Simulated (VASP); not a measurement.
# Mg5ZnS6 in VASP: notebook, part 2 of 2

VASP 6.6.1.

### Step 5. Single point, PBE

INCAR reads:

```
SYSTEM = Mg5ZnS6
ALGO = Normal
EDIFF = 1E-7
ENCUT = 520
GGA = PE
ISIF = 2
ISMEAR = 0
LASPH = .TRUE.
LCHARG = .TRUE.
LELF = .TRUE.
LREAL = .FALSE.
LVHAR = .TRUE.
LWAVE = .FALSE.
NBANDS = 41
NELM = 100
PREC = Accurate
SIGMA = 0.02
```

KPOINTS reads:

```
k-points
0
G
  6 6 4
  0 0 0
```

POSCAR reads:

```
Mg5ZnS6
1.0
    6.9595103975      0.0000000000      0.0000000000
   -3.4797551988      6.0271128022      0.0000000000
    0.0000000000      0.0000000000      6.4698922000
Mg Zn S
5 1 6
Direct
    0.0000000000      0.6698280000      0.0024080000
    0.6698280000      0.0000000000      0.0024080000
    0.3301720000      0.3301720000      0.0024080000
    0.3333333333      0.6666666667      0.5029450000
    0.6666666667      0.3333333333      0.5029450000
    0.0000000000      0.0000000000      0.5042070000
    0.0000000000      0.6768880000      0.3846750000
    0.6768880000      0.0000000000      0.3846750000
    0.3231120000      0.3231120000      0.3846750000
    0.3333333333      0.6666666667      0.8842660000
    0.0000000000      0.0000000000      0.8701200000
    0.6666666667      0.3333333333      0.8842660000
```

Potentials or basis: VASP PAW PBE potentials, release 64 (Mg, Zn, S).

Launch:

```
$ cat potpaw_PBE.64/Mg/POTCAR potpaw_PBE.64/Zn/POTCAR potpaw_PBE.64/S/POTCAR > POTCAR
$ mpirun -np 1 vasp_std > vasp.out
```

OUTCAR:

```text
SYSTEM = Mg5ZnS6
   EDIFF = 1E-7
   ENCUT = 520
   GGA = PE
   ISIF = 2
   ISMEAR = 0
   LASPH = .TRUE.
   LREAL = .FALSE.
   NELM = 100
   PREC = Accurate

 ion  position               nearest neighbor table
   1  0.000  0.670  0.002-  11 2.45  10 2.45  12 2.45   7 2.47
   2  0.670  0.000  0.002-  11 2.45  12 2.45  10 2.45   8 2.47
   3  0.330  0.330  0.002-  11 2.45  12 2.45  10 2.45   9 2.47
   4  0.333  0.667  0.503-  10 2.47   7 2.48   8 2.48   9 2.48
   5  0.667  0.333  0.503-  12 2.47   8 2.48   7 2.48   9 2.48
   6  0.000  0.000  0.504-  11 2.37   8 2.38   9 2.38   7 2.38
   7  0.000  0.677  0.385-   6 2.38   1 2.47   4 2.48   5 2.48
   8  0.677  0.000  0.385-   6 2.38   2 2.47   5 2.48   4 2.48
   9  0.323  0.323  0.385-   6 2.38   3 2.47   5 2.48   4 2.48
  10  0.333  0.667  0.884-   1 2.45   2 2.45   3 2.45   4 2.47
[... 1283 lines left out ...]
  volume of cell :      271.38
      direct lattice vectors                 reciprocal lattice vectors
     6.959510397  0.000000000  0.000000000     0.143688269  0.082958461  0.000000000
    -3.479755199  6.027112802  0.000000000     0.000000000  0.165916921  0.000000000
     0.000000000  0.000000000  6.469892200     0.000000000  0.000000000  0.154562081

 POSITION                                       TOTAL-FORCE (eV/Angst)
 -----------------------------------------------------------------------------------
     -2.33084      4.03713      0.01558         0.000257     -0.000446     -0.003789
      4.66167      0.00000      0.01558        -0.000515      0.000000     -0.003789
      1.14892      1.98998      0.01558         0.000257      0.000446     -0.003789
     -0.00000      4.01808      3.25400        -0.000000     -0.000000     -0.004010
      3.47976      2.00904      3.25400        -0.000000     -0.000000     -0.004010
      0.00000      0.00000      3.26216        -0.000000     -0.000000     -0.007239
     -2.35540      4.07968      2.48881         0.008304     -0.014384     -0.002492
      4.71081      0.00000      2.48881        -0.016609      0.000000     -0.002492
      1.12435      1.94743      2.48881         0.008304      0.014384     -0.002492
     -0.00000      4.01808      5.72111        -0.000000      0.000000      0.005031
      0.00000      0.00000      5.62958        -0.000000     -0.000000      0.024040
      3.47976      2.00904      5.72111        -0.000000     -0.000000      0.005031
 -----------------------------------------------------------------------------------
    total drift:                               -0.000001     -0.000003     -0.000109

  FREE ENERGIE OF THE ION-ELECTRON SYSTEM (eV)
  ---------------------------------------------------
  free  energy   TOTEN  =       -49.2398767988 eV

  energy  without entropy=      -49.2398767988  energy(sigma->0) =      -49.23987680
```

OSZICAR:

```text
N       E                     dE             d eps       ncg     rms          rms(c)
DAV:   1     0.324499778943E+03    0.32450E+03   -0.22724E+04  1968   0.122E+03
DAV:   2    -0.111455122281E+02   -0.33565E+03   -0.32054E+03  2379   0.245E+02
[... 11 lines left out ...]
DAV:  14    -0.492398732640E+02   -0.20017E-04   -0.10433E-04  2237   0.420E-02    0.236E-02
DAV:  15    -0.492398754147E+02   -0.21507E-05   -0.15274E-05  2573   0.167E-02    0.169E-02
DAV:  16    -0.492398770595E+02   -0.16447E-05   -0.20814E-06  2323   0.532E-03    0.170E-02
DAV:  17    -0.492398769567E+02    0.10282E-06   -0.13395E-06  2158   0.417E-03    0.503E-03
DAV:  18    -0.492398767777E+02    0.17895E-06   -0.54942E-07  2350   0.387E-03    0.194E-03
DAV:  19    -0.492398767988E+02   -0.21043E-07   -0.93348E-08  1431   0.146E-03
   1 F= -.49239877E+02 E0= -.49239877E+02  d E =-.167140E-11
```

Run time: 4.3 min. Hardware: 1 thread of Intel Xeon 6975P-C (Granite Rapids), shared host; peak memory 0.49 GiB.

What came out:

| Item | Value |
| --- | --- |
| Free energy | -49.2399 eV |
| Pressure | -0.1 GPa |
| Largest force | 0.024 eV/Å |
| Band gap on the k mesh | 3.13 eV |

Forces on the atoms (eV/Å):
```
Mg   0.000  0.000 -0.004
Mg  -0.001  0.000 -0.004
Mg   0.000  0.000 -0.004
Mg   0.000  0.000 -0.004
Mg   0.000  0.000 -0.004
Zn   0.000  0.000 -0.007
S    0.008 -0.014 -0.002
S   -0.017  0.000 -0.002
S    0.008  0.014 -0.002
S    0.000  0.000  0.005
S    0.000  0.000  0.024
S    0.000  0.000  0.005
```

A k mesh can miss the band edges.

### Step 6. Single point, PBE

INCAR reads:

```
PREC = Accurate ; ENCUT = 520
EDIFF = 1E-7 ; ISMEAR = 0
SIGMA = 0.02 ; LREAL = F
LASPH = T ; NELM = 80
ALGO = Normal ; ISIF = 2
LWAVE = F ; LCHARG = F
GGA = PE ; NBANDS = 41
```

KPOINTS reads:

```
regular mesh
0
Gamma
  6 6 4
```

POSCAR is that of step 5.

Potentials or basis: VASP PAW PBE potentials, release 64 (Mg, Zn, S).

Launch:

```
$ cat potpaw_PBE.64/Mg/POTCAR potpaw_PBE.64/Zn/POTCAR potpaw_PBE.64/S/POTCAR > POTCAR
$ mpirun -np 1 vasp_std > vasp.out
```

Run time: 4.4 min. Hardware: 1 thread of Intel Xeon 6975P-C (Granite Rapids), shared host; peak memory 0.5 GiB.

It converged, with:

| Property | Result |
| --- | --- |
| Free energy | -49.2399 eV |
| Pressure | -0.1 GPa |
| Largest force | 0.024 eV/Å |
| Band gap on the k mesh | 3.13 eV |

Forces on the atoms (eV/Å):
```
Mg   0.000  0.000 -0.004
Mg  -0.001  0.000 -0.004
Mg   0.000  0.000 -0.004
Mg   0.000  0.000 -0.004
Mg   0.000  0.000 -0.004
Zn   0.000  0.000 -0.007
S    0.008 -0.014 -0.002
S   -0.017  0.000 -0.002
S    0.008  0.014 -0.002
S    0.000  0.000  0.005
S    0.000  0.000  0.024
S    0.000  0.000  0.005
```

Levels at points of the mesh, in eV from the valence-band top:
| k point | band 25 | band 26 | band 27 | band 28 | band 29 | band 30 | band 31 | band 32 | band 33 | band 34 |
| --- | --- | --- | --- | --- | --- | --- | --- | --- | --- | --- |
| (0.00, 0.00, 0.00) | -0.57 | -0.57 | -0.06 | -0.06 | 0.00 | 3.13 | 4.42 | 4.78 | 4.78 | 6.62 |
| (0.50, 0.00, 0.00) | -0.64 | -0.49 | -0.45 | -0.43 | -0.32 | 4.45 | 5.05 | 5.13 | 5.36 | 5.57 |
| (0.00, 0.00, 0.50) | -0.61 | -0.41 | -0.41 | -0.22 | -0.22 | 4.29 | 4.85 | 5.19 | 5.72 | 5.72 |
| (0.50, 0.00, 0.50) | -0.86 | -0.80 | -0.74 | -0.74 | -0.65 | 4.28 | 4.57 | 5.14 | 5.43 | 5.50 |

### Step 7. The runs side by side

| cell | k mesh | smearing | gap on the mesh (eV) | pressure (GPa) | largest force (eV/Å) |
| --- | --- | --- | --- | --- | --- |
| a = 6.470, b = 6.960, c = 6.960 Å, angles 120.0, 90.0, 90.0°, 12 atoms | 2 × 3 × 3 | gaussian 0.1 eV | 3.13 | -0.1 | 0.02 |
| a = 6.960, b = 6.960, c = 6.470 Å, angles 90.0, 90.0, 120.0°, 12 atoms | 3 × 3 × 4 | gaussian 0.1 eV | 3.13 | -0.1 | 0.02 |
| a = 6.469, b = 6.960, c = 6.960 Å, angles 120.0, 90.0, 90.0°, 12 atoms | 2 × 3 × 3 | gaussian 0.1 eV | 3.13 | -0.1 | 0.03 |
| a = 6.960, b = 6.960, c = 6.470 Å, angles 90.0, 90.0, 120.0°, 12 atoms | 6 × 6 × 4 | gaussian 0.02 eV | 3.13 | -0.1 | 0.02 |

Some of these runs hold the atoms at other places in the same cell, which the table doesn't show; runs alike in all that it shows share one row.

Alike in all rows: task single point; level PBE; potentials or basis VASP PAW PBE potentials, release 64 (Mg, Zn, S); no spin polarisation; cutoff (eV) 520.

Caveats: some runs use coarse meshes.

Total energies depend on the potentials used, so only differences within one code and one set of settings carry meaning.
